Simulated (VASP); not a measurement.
Set up this calculation in VASP 6.6.1, as the native input.

```yaml
Task: single point
Functional: PBEsol
Potentials_or_basis: VASP PAW PBE potentials, release 64 (Mo_sv)
Cutoff: 520 eV
k_mesh: 14 × 14 × 14
Occupations: gaussian, width 0.1 eV
Spin: no spin polarisation
Dipole_correction: no
Further_INCAR_settings: ALGO = Fast; EDIFF = 1e-07; NBANDS = 21
```

The structure of Mo lies in POSCAR:

```
Mo
1.0
    3.0826501177      0.0000000000      0.0000000000
    0.0000000000      3.0826501177      0.0000000000
    0.0000000000      0.0000000000      3.3171003657
Mo
2
Direct
    0.0000000000      0.0000000000      0.0000000000
    0.5000000000      0.5000000000      0.5000000000
```

This cell differs from its parent crystal: uniaxial strain along c: +6.0 %, then relaxed in part.

The input as run:

INCAR

```
SYSTEM = Mo
PREC = Accurate ; ENCUT = 520
EDIFF = 1E-7 ; ISMEAR = 0
SIGMA = 0.1 ; LREAL = .False.
LASPH = .True. ; NELM = 60
ALGO = Fast ; ISIF = 2
LWAVE = .False. ; LCHARG = .False.
GGA = PS ; NBANDS = 21
```

KPOINTS

```
Automatic mesh
0
Gamma
  14 14 14
  0 0 0
```

Potentials or basis: VASP PAW PBE potentials, release 64 (Mo_sv).

The run is started by

```console
$ cat potpaw_PBE.64/Mo_sv/POTCAR > POTCAR
$ mpirun -np 1 vasp_std > vasp.out
```

It gave:

```yaml
Pressure: -6.2 GPa
Band_gap_on_the_k_mesh: zero (band 14 reaches 14.31 eV, above the bottom of band 15 at 11.50 eV)
```

Caveat: the cell differs from its parent crystal (uniaxial strain along c: +6.0 %, then relaxed in part); the PAW data sets were made with another functional, which shifts forces and pressure a little.

Wall time 93 s on 1 thread of Intel(R) Xeon(R) Platinum 8488C (Sapphire Rapids), with other jobs on the host, peak memory 0.22 GiB.
